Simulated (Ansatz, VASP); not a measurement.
**Au: VASP beside Ansatz**

Contents of POSCAR:

```
Au
1.0
    0.0000000000      2.0074966285      2.0074966285
    2.0074966285      0.0000000000      2.0074966285
    2.0074966285      2.0074966285      0.0000000000
Au
1
Direct
    0.0000000000      0.0000000000      0.0000000000
```

Contents of INCAR.step1:

```
PREC = Accurate ; ENCUT = 520
EDIFF = 1E-5 ; ISMEAR = -1
SIGMA = 0.05 ; LREAL = False
LASPH = True ; NELM = 60
ALGO = Normal ; ISIF = 2
LWAVE = True ; NBANDS = 12
GGA = PE
```

File INCAR.step2:

```
PREC = Accurate ; ENCUT = 520
EDIFF = 1E-7 ; ISMEAR = -1
SIGMA = 0.05 ; LREAL = False
LASPH = True ; NELM = 60
ALGO = Normal ; ISIF = 2
LWAVE = False ; LCHARG = True
GGA = PE ; LHFCALC = True
HFSCREEN = 0.2079 ; PRECFOCK = Normal
LELF = True ; LVHAR = True
NBANDS = 12 ; ISTART = 1
```

The input KPOINTS:

```
regular mesh
0
Gamma
  6 6 6
```

input

```
crystal:
  lattice:
    - [0.0, 2.0074966285, 2.0074966285]
    - [2.0074966285, 0.0, 2.0074966285]
    - [2.0074966285, 2.0074966285, 0.0]
  atoms:
    - { symbol: Au, position: [0.0, 0.0, 0.0] }
hamiltonian:
  xc: hse06
  pseudopotentials: { kind: paw }
kpoints:
  mp_grid: { grid: [6, 6, 6] }
scf:
  occupations: { method: fermi_dirac, width: 0.05 }
output:
  forces: true
  stress: true
  eigenvalues: true
```

Alike in both runs: task single point; functional HSE06; k mesh 6 × 6 × 6; occupations fermi-dirac, width 0.05 eV; no spin polarisation.

|  | VASP | Ansatz |
| --- | --- | --- |
| version | VASP 6.6.1 | Ansatz 0.2.0 |
| potentials or method | VASP PAW PBE potentials, release 64 (Au) | Ansatz PAW |
| plane-wave cutoff (eV) | 520 | 420 |
| valence electrons in the cell | 11 | 19 |

```csv
,VASP,Ansatz,Ansatz less VASP
gap on the k mesh at the Fermi level (eV),none,none,-
pressure (GPa),17.2,17.2,+0.01
```

A gap of «none» marks a metal or a gap that the smearing closes. With one functional, cell and mesh, what is left measures potentials, basis and numerics. VASP's potentials hold 11 valence electrons a cell and Ansatz's 19, so a difference there can come from the potentials and not from the codes.

The k mesh is coarse, so the values compare programs but aren't converged. Neither program's run includes spin-orbit coupling.
